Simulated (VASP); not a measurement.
Input of a VASP 6.6.1 run:

Contents of POSCAR:

```
Sb
1.0
    2.1542000000      1.2437279499      3.7580000000
   -2.1542000000      1.2437279499      3.7580000000
    0.0000000000     -2.4874558998      3.7580000000
Sb
2
Direct
    0.2334900000      0.2334900000      0.2334900000
    0.7665100000      0.7665100000      0.7665100000
```

Contents of INCAR.step1:

```
PREC = Accurate
ENCUT = 600
ISMEAR = 0
SIGMA = 0.1
LREAL = False
LASPH = True
NELM = 100
GGA = PE
ALGO = Normal
EDIFF = 1E-4
LWAVE = True
LCHARG = False
```

File INCAR.step2:

```
PREC = Accurate
ENCUT = 600
EDIFF = 1E-6
ISMEAR = 0
SIGMA = 0.1
LREAL = False
LASPH = True
NELM = 100
ALGO = Normal
ISIF = 3
LWAVE = False
LCHARG = False
METAGGA = R2SCAN
LMIXTAU = True
IVDW = 12
VDW_S6 = 1.0
VDW_S8 = 0.78981345
VDW_A1 = 0.49484001
VDW_A2 = 5.73083694
IBRION = 2
NSW = 80
EDIFFG = -0.05
PSTRESS = 65.0
ISTART = 1
```

File KPOINTS:

```
Automatic mesh
0
Gamma
  6 6 6
```

Potentials or basis: VASP PAW PBE potentials, release 64 (Sb).

The run is started by

```console
$ cat potpaw_PBE.64/Sb/POTCAR > POTCAR
$ cp INCAR.step1 INCAR
$ mpirun -np 1 vasp_std > vasp.out
$ cp INCAR.step2 INCAR
$ mpirun -np 1 vasp_std > vasp.out
```

Predict the space group after relaxing (to 0.1 Å).

R-3m (No. 166).

What does it give for the relaxed cell?

a = 4.310 Å, b = 4.310 Å, c = 4.310 Å, α = 58.35°, β = 58.35°, γ = 58.35°.

What does it give for the band gap on the k mesh?

Zero (bands 5 and 6 overlap by 0.68 eV).

Estimate the dispersion energy per atom.

-0.245 eV.

Stress tensor (GPa, compression positive):
```
6.55 0.00 0.00
0.00 6.55 0.00
0.00 0.00 6.23
```

Caveat: the cell is relaxed towards a set pressure, so the run minimises the enthalpy, not the energy; the PAW data sets were made with another functional, which shifts forces and pressure a little; spin-orbit coupling is left out, which moves the levels of the heavy elements.
